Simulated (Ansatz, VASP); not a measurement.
Two plane-wave programs on MgO

The input INCAR:

```
SYSTEM = MgO
PREC     = Accurate       ! precision mode
ENCUT    = 520            ! plane-wave cutoff, eV
EDIFF    = 1E-6           ! SCF threshold, eV
ISMEAR   = 0              ! smearing method
SIGMA    = 0.05           ! smearing width, eV
LREAL    = .False.        ! projectors in reciprocal space
LASPH    = .True.         ! aspherical terms in the spheres
NELM     = 80             ! most SCF steps
ALGO     = Normal         ! electronic algorithm
ISIF     = 2              ! what is computed and relaxed
LWAVE    = .False.        ! write WAVECAR
LCHARG   = .True.         ! write CHGCAR
GGA      = CA             ! functional
LELF     = .True.         ! ELF
LVHAR    = .True.       
NBANDS   = 26             ! bands
```

Contents of KPOINTS:

```
regular mesh
0
Gamma
  6 6 6
  0 0 0
```

File POSCAR:

```
MgO
1.0
    4.1607146133      0.0000000000      0.0000000000
    0.0000000000     -4.1607146133      0.0000000000
    0.0000000000      0.0000000000     -4.1607146133
Mg O
4 4
Direct
   -0.0530239000      1.0530239000      1.0249957062
    0.5000000000      0.5000000000      1.0000000000
    0.5000000000      1.0000000000      0.5000000000
    0.0000000000      0.5000000000      0.5000000000
    0.5000000000      0.0000000000      0.0000000000
    0.0000000000      0.5000000000      0.0000000000
    0.0000000000      0.0000000000      0.5000000000
    0.5000000000      0.5000000000      0.5000000000
```

Input for Ansatz:

```yaml
crystal:
  lattice:
    - [4.1607146133, 0.0, 0.0]
    - [0.0, -4.1607146133, 0.0]
    - [0.0, 0.0, -4.1607146133]
  atoms:
    - { symbol: Mg, position: [-0.0530239, 1.0530239, 1.0249957062] }
    - { symbol: Mg, position: [0.5, 0.5, 1.0] }
    - { symbol: Mg, position: [0.5, 1.0, 0.5] }
    - { symbol: Mg, position: [0.0, 0.5, 0.5] }
    - { symbol: O, position: [0.5, 0.0, 0.0] }
    - { symbol: O, position: [0.0, 0.5, 0.0] }
    - { symbol: O, position: [0.0, 0.0, 0.5] }
    - { symbol: O, position: [0.5, 0.5, 0.5] }
basis:
  ecutwfc: 420
kpoints:
  mp_grid: { grid: [6, 6, 6] }
hamiltonian:
  xc: lda
  pseudopotentials: { kind: paw, azcp: { folder: soft_1 } }
scf:
  occupations: { method: gaussian, width: 0.05 }
output:
  forces: true
  stress: true
  eigenvalues: true
```

Alike in both runs: task single point; functional LDA; k mesh 6 × 6 × 6; occupations gaussian, width 0.05 eV; no spin polarisation.

```csv
,VASP,Ansatz
version,VASP 6.6.1,Ansatz 0.2.0
potentials or method,"VASP PAW LDA potentials, release 64 (Mg, O), cutoff 520 eV","scalar-relativistic, plane waves, PAW"
valence electrons in the cell,32,64
```

Ansatz gave:

```
gap on the k mesh at the Fermi level (eV)                     : 5.00
least direct gap on the mesh (eV)                             : 5.00
pressure (GPa)                                                : 3.4
traceless stress, the component that is largest in VASP (GPa) : -2.34
rms of the force components (eV/Å)                            : 0.859
```

Q: Estimate VASP's values.

A: gap on the k mesh at the Fermi level (eV): 4.99; least direct gap on the mesh (eV): 4.99; pressure (GPa): 1.7; traceless stress, the component that is largest in VASP (GPa): -2.44; rms of the force components (eV/Å): 0.883.

Ansatz warns that its potentials were made for another functional, while VASP's fit it. LDA's correlation is that of Perdew and Zunger in VASP and of Perdew and Wang (1992) in Ansatz. Atom by atom the forces differ by 0.025 eV/Å (rms over components). VASP's potentials hold 32 valence electrons a cell and Ansatz's 64, so a difference there can come from the potentials and not from the codes.
